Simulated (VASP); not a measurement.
# GdN (P-6m2) in VASP: a series of runs, part 2 of 2

VASP 6.6.1. Earlier steps stand in the parts before.

**3. Single point, r2SCAN+U, collinear spin, ferromagnetic start**

POSCAR reads:

```
GdN
1.0
    3.3263568600      0.0000000000      0.0000000000
   -1.6631784300      2.8807095500      0.0000000000
    0.0000000000      0.0000000000      3.2463595000
Gd N
1 1
Direct
    0.0000000000      0.0000000000      0.0000000000
    0.6666666667      0.3333333333      0.5000000000
```

INCAR.step1 reads:

```
ALGO = Normal
EDIFF = 1E-4
ENCUT = 520
GGA = PE
ISMEAR = 0
ISPIN = 2
LASPH = T
LCHARG = F
LDAU = T
LDAUJ = 0 0
LDAUL = 3 -1
LDAUTYPE = 2
LDAUU = 3 0
LMAXMIX = 6
LREAL = F
LWAVE = T
MAGMOM = 7.66 -0.15
NBANDS = 22
NELM = 150
PREC = Accurate
SIGMA = 0.05
```

INCAR.step2 reads:

```
ALGO = Normal
EDIFF = 1E-7
ENCUT = 520
ISIF = 2
ISMEAR = 0
ISPIN = 2
ISTART = 1
LASPH = T
LCHARG = F
LDAU = T
LDAUJ = 0 0
LDAUL = 3 -1
LDAUPRINT = 1
LDAUTYPE = 2
LDAUU = 3 0
LMAXMIX = 6
LMIXTAU = T
LORBIT = 11
LREAL = F
LWAVE = F
MAGMOM = 7.66 -0.15
METAGGA = R2SCAN
NBANDS = 22
NELM = 150
PREC = Accurate
SIGMA = 0.05
```

KPOINTS reads:

```
k-points
0
Gamma
  7 7 6
```

Potentials or basis: VASP PAW PBE potentials, release 64 (Gd, N).

Launch:

```
$ cat potpaw_PBE.64/Gd/POTCAR potpaw_PBE.64/N/POTCAR > POTCAR
$ cp INCAR.step1 INCAR
$ mpirun -np 1 vasp_std > vasp.out
$ cp INCAR.step2 INCAR
$ mpirun -np 1 vasp_std > vasp.out
```

It took 6.9 min on 1 thread of Intel Xeon 8259CL, shared host; peak memory 0.21 GiB.

The run converged. Its results:

```
Free energy                                           : -52.6607 eV
Pressure                                              : -2.9 GPa
Band gap on the k mesh                                : 0.24 eV (least direct gap 0.38 eV)
Net moment                                            : 7.00 μB per cell
Site moments                                          : Gd +6.82; N -0.11 μB
Valence electrons inside the program's atomic spheres : Gd 15.24; N 3.66
```

Stress tensor (GPa, compression positive):
```
  7.21   0.00   0.00
  0.00   7.21   0.00
  0.00   0.00 -22.96
```

Levels at points of the mesh, in eV from the valence-band top:
Spin up:
```tsv
k point	band 12	band 13	band 14	band 15	band 16	band 17	band 18	band 19
(0.00, 0.00, 0.00)	-5.60	-1.15	-1.15	-0.21	0.25	3.89	5.81	5.81
(0.00, 0.00, 0.50)	-5.54	-4.30	-0.38	-0.38	3.07	3.07	4.73	6.05
```
Spin down:
| k point | band 4 | band 5 | band 6 | band 7 | band 8 | band 9 | band 10 | band 11 | band 12 | band 13 |
| --- | --- | --- | --- | --- | --- | --- | --- | --- | --- | --- |
| (0.00, 0.00, 0.00) | -19.46 | -13.70 | -1.09 | -1.09 | -0.16 | 0.69 | 3.14 | 4.33 | 4.33 | 4.38 |
| (0.00, 0.00, 0.50) | -19.41 | -11.68 | -4.02 | -0.74 | -0.74 | 3.34 | 4.16 | 4.16 | 4.16 | 4.50 |

Eigenvalues of the final occupation matrices:
```tsv
site	spin	trace	eigenvalues
site 1 f	1	6.94	0.99 0.99 0.99 0.99 0.99 0.99 0.99
site 1 f	2	0.05	0.00 0.00 0.01 0.01 0.01 0.01 0.01
```

Caveat: the PAW data sets were made with another functional, which shifts forces and pressure a little; spin-orbit coupling is left out, which moves the levels of the heavy elements; an odd mesh through Γ misses points on the zone boundary, where band edges can lie; a cell with one magnetic atom can't hold antiferromagnetic order, which such compounds often take.

**4. Single point, r2SCAN+U, collinear spin, ferromagnetic start**

POSCAR is that of step 3.

INCAR.step1 reads:

```
SYSTEM = GdN
  ALGO = Normal
  EDIFF = 1E-4
  ENCUT = 520
  GGA = PE
  ISMEAR = 0
  ISPIN = 2
  LASPH = .TRUE.
  LCHARG = .FALSE.
  LDAU = .TRUE.
  LDAUJ = 0 0
  LDAUL = 3 -1
  LDAUTYPE = 2
  LDAUU = 3 0
  LMAXMIX = 6
  LREAL = .FALSE.
  LWAVE = .TRUE.
  MAGMOM = 7.66 -0.15
  NBANDS = 22
  NELM = 150
  PREC = Accurate
  SIGMA = 0.05
```

INCAR.step2 reads:

```
SYSTEM = GdN
  ALGO = Normal
  EDIFF = 1E-7
  ENCUT = 520
  ISIF = 2
  ISMEAR = 0
  ISPIN = 2
  ISTART = 1
  LASPH = .TRUE.
  LCHARG = .TRUE.
  LDAU = .TRUE.
  LDAUJ = 0 0
  LDAUL = 3 -1
  LDAUPRINT = 1
  LDAUTYPE = 2
  LDAUU = 3 0
  LELF = .TRUE.
  LMAXMIX = 6
  LMIXTAU = .TRUE.
  LORBIT = 11
  LREAL = .FALSE.
  LVHAR = .TRUE.
  LWAVE = .FALSE.
  MAGMOM = 7.66 -0.15
  METAGGA = R2SCAN
  NBANDS = 22
  NELM = 150
  PREC = Accurate
  SIGMA = 0.05
```

KPOINTS reads:

```
k-points
0
G
  7 7 6
  0 0 0
```

Potentials or basis: VASP PAW PBE potentials, release 64 (Gd, N).

Launch:

```
$ cat potpaw_PBE.64/Gd/POTCAR potpaw_PBE.64/N/POTCAR > POTCAR
$ cp INCAR.step1 INCAR
$ mpirun -np 1 vasp_std > vasp.out
$ cp INCAR.step2 INCAR
$ mpirun -np 1 vasp_std > vasp.out
```

OUTCAR:

```text
SYSTEM = GdN
   EDIFF = 1E-7
   ENCUT = 520
   ISIF = 2
   ISMEAR = 0
   ISPIN = 2
   ISTART = 1
   LASPH = .TRUE.
   LORBIT = 11
   LREAL = .FALSE.
   METAGGA = R2SCAN
   NELM = 150
   PREC = Accurate

 ion  position               nearest neighbor table
   1  0.000  0.000  0.000-   2 2.51   2 2.51   2 2.51   2 2.51   2 2.51   2 2.51
   2  0.667  0.333  0.500-   1 2.51   1 2.51   1 2.51   1 2.51   1 2.51   1 2.51

  LATTYP: Found a hexagonal cell.
 ALAT       =     3.3263568600
 C/A-ratio  =     0.9759504577

[... 1464 lines left out ...]

 VOLUME and BASIS-vectors are now :
 -----------------------------------------------------------------------------
  energy-cutoff  :      520.00
  volume of cell :       31.11
      direct lattice vectors                 reciprocal lattice vectors
     3.326356860  0.000000000  0.000000000     0.300629199  0.173568349  0.000000000
    -1.663178430  2.880709550  0.000000000     0.000000000  0.347136698  0.000000000
     0.000000000  0.000000000  3.246359500     0.000000000  0.000000000  0.308037357

 POSITION                                       TOTAL-FORCE (eV/Angst)
 -----------------------------------------------------------------------------------
      0.00000      0.00000      0.00000        -0.000000      0.000000      0.000000
      1.66318      0.96024      1.62318         0.000000     -0.000000      0.000000
 -----------------------------------------------------------------------------------
    total drift:                               -0.000000      0.000000      0.000000

  FREE ENERGIE OF THE ION-ELECTRON SYSTEM (eV)
  ---------------------------------------------------
  free  energy   TOTEN  =       -52.6606734768 eV

  energy  without entropy=      -52.6606719826  energy(sigma->0) =      -52.66067273

 total charge

# of ion       s       p       d       f       tot
--------------------------------------------------
    1        2.046   5.666   0.550   6.983  15.245
    2        1.248   2.414   0.000   0.000   3.661
--------------------------------------------------
tot          3.293   8.080   0.550   6.983  18.907

 magnetization (x)

# of ion       s       p       d       f       tot
--------------------------------------------------
    1       -0.007  -0.131   0.080   6.878   6.820
    2       -0.010  -0.102   0.000   0.000  -0.112
--------------------------------------------------
tot         -0.017  -0.232   0.080   6.878   6.708
```

Run time: 6.4 min. Hardware: 1 thread of Intel Xeon 8259CL, shared host; peak memory 0.21 GiB.

Results:

- Free energy: -52.6607 eV
- Pressure: -2.9 GPa
- Band gap on the k mesh: 0.24 eV (least direct gap 0.38 eV)
- Net moment: 7.00 μB per cell
- Site moments: Gd +6.82; N -0.11 μB
- Valence electrons inside the program's atomic spheres: Gd 15.24; N 3.66

Eigenvalues of the final occupation matrices:
```
    site  spin  trace                         eigenvalues
site 1 f     1   6.94  0.99 0.99 0.99 0.99 0.99 0.99 0.99
site 1 f     2   0.05  0.00 0.00 0.01 0.01 0.01 0.01 0.01
```

Caveat: the PAW data sets were made with another functional, which shifts forces and pressure a little; spin-orbit coupling is left out, which moves the levels of the heavy elements; an odd mesh through Γ misses points on the zone boundary, where band edges can lie; a cell with one magnetic atom can't hold antiferromagnetic order, which such compounds often take.
